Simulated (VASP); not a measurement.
Write the native input for VASP 6.6.1 that does the following.

| Quantity | Value |
| --- | --- |
| Task | single point |
| Functional | PBE |
| Potentials or basis | VASP PAW PBE potentials, release 64 (W_sv, Cl, F) |
| Cutoff | 520 eV |
| k mesh | 4 × 4 × 4 |
| Occupations | gaussian, width 0.1 eV |
| Spin | collinear spin, zero start |
| Starting moments | [0.0, 0.0, 0.0, 0.0, 0.0] μB |
| Dipole correction | no |
| Further INCAR settings | ALGO = Normal; EDIFF = 1e-07; NBANDS = 33 |

The structure of WCl3F lies in POSCAR:

```
WCl3F
1.0
    4.7179406700      0.0000000000      0.0000000000
    0.0000000000      4.7179406700      0.0000000000
    0.0000000000      0.0000000000      4.7179406700
W Cl F
1 3 1
Direct
    0.5000000000      0.5000000000      0.5000000000
    0.0000000000      0.5000000000      0.5000000000
    0.5000000000      0.0000000000      0.5000000000
    0.5000000000      0.5000000000      0.0000000000
    0.0000000000      0.0000000000      0.0000000000
```

The cell was built from a structure type or drawn by symmetry, and may not be a known phase.

These files were run (other wordings do the same):

INCAR

```
SYSTEM = WCl3F
PREC = Accurate
ENCUT = 520
EDIFF = 1E-7
ISMEAR = 0
SIGMA = 0.1
LREAL = .FALSE.
LASPH = .TRUE.
NELM = 150
ALGO = Normal
ISIF = 2
LWAVE = .FALSE.
LCHARG = .FALSE.
ISPIN = 2
MAGMOM = 0 0 0 0 0
LORBIT = 11
LMAXMIX = 4
GGA = PE
NBANDS = 33
```

KPOINTS

```
Automatic mesh
0
G
  4 4 4
  0 0 0
```

Potentials or basis: VASP PAW PBE potentials, release 64 (W_sv, Cl, F).

The run is started by

```bash
$ cat potpaw_PBE.64/W_sv/POTCAR potpaw_PBE.64/Cl/POTCAR potpaw_PBE.64/F/POTCAR > POTCAR
$ mpirun -np 1 vasp_std > vasp.out
```

Results of the run:

The pressure is -2.4 GPa, the band gap on the k mesh is zero (filled and empty bands overlap) and the net moment is 0.02 μB per cell. The site moments are W +0.03; Cl +0.00; F -0.01 μB. The valence electrons inside the program's atomic spheres are W 11.75; Cl 5.11; F 5.97.

Caveat: spin-orbit coupling is left out, which moves the levels of the heavy elements.

Wall time 2.7 min on 1 thread of AMD EPYC 7R43 64-Core Processor (Zen 3), on a shared host, peak memory 0.24 GiB.
